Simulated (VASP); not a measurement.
Here is a VASP 6.6.1 calculation.

The input INCAR:

```
PREC = Accurate
ENCUT = 600
EDIFF = 1E-6
ISMEAR = 0
SIGMA = 0.2
LREAL = False
LASPH = True
NELM = 80
ALGO = Normal
ISIF = 3
LWAVE = False
LCHARG = False
GGA = PE
IBRION = 2
NSW = 36
EDIFFG = -0.08
```

Contents of KPOINTS:

```
Automatic mesh
0
Gamma
  3 3 3
```

POSCAR

```
BeCd3Te4
1.0
    6.1400000000      0.0000000000      0.0000000000
    0.0000000000      6.1400000000      0.0000000000
    0.0000000000      0.0000000000      6.1400000000
Be Cd Te
1 3 4
Direct
    0.0000000000      0.0000000000      0.0000000000
    0.5000000000      0.0000000000      0.5000000000
    0.0000000000      0.5000000000      0.5000000000
    0.5000000000      0.5000000000      0.0000000000
    0.2350000000      0.7650000000      0.7650000000
    0.7650000000      0.7650000000      0.2350000000
    0.7650000000      0.2350000000      0.7650000000
    0.2350000000      0.2350000000      0.2350000000
```

Potentials or basis: VASP PAW PBE potentials, release 64 (Be, Cd, Te).

The run is started by

```sh
$ cat potpaw_PBE.64/Be/POTCAR potpaw_PBE.64/Cd/POTCAR potpaw_PBE.64/Te/POTCAR > POTCAR
$ mpirun -np 1 vasp_std > vasp.out
```

Predict the band gap on the k mesh.

1.11 eV.

Estimate the space group after relaxing (to 0.1 Å).

P-43m (No. 215).

Estimate the relaxed volume.

32.34 Å³/atom.

Forces on the atoms (eV/Å):
```
Be   0.000  0.000  0.000
Cd   0.000  0.000  0.000
Cd   0.000  0.000  0.000
Cd   0.000  0.000  0.000
Te  -0.009  0.009  0.009
Te   0.009  0.009 -0.009
Te   0.009 -0.009  0.009
Te  -0.009 -0.009 -0.009
```

Caveat: spin-orbit coupling is left out, which moves the levels of the heavy elements.
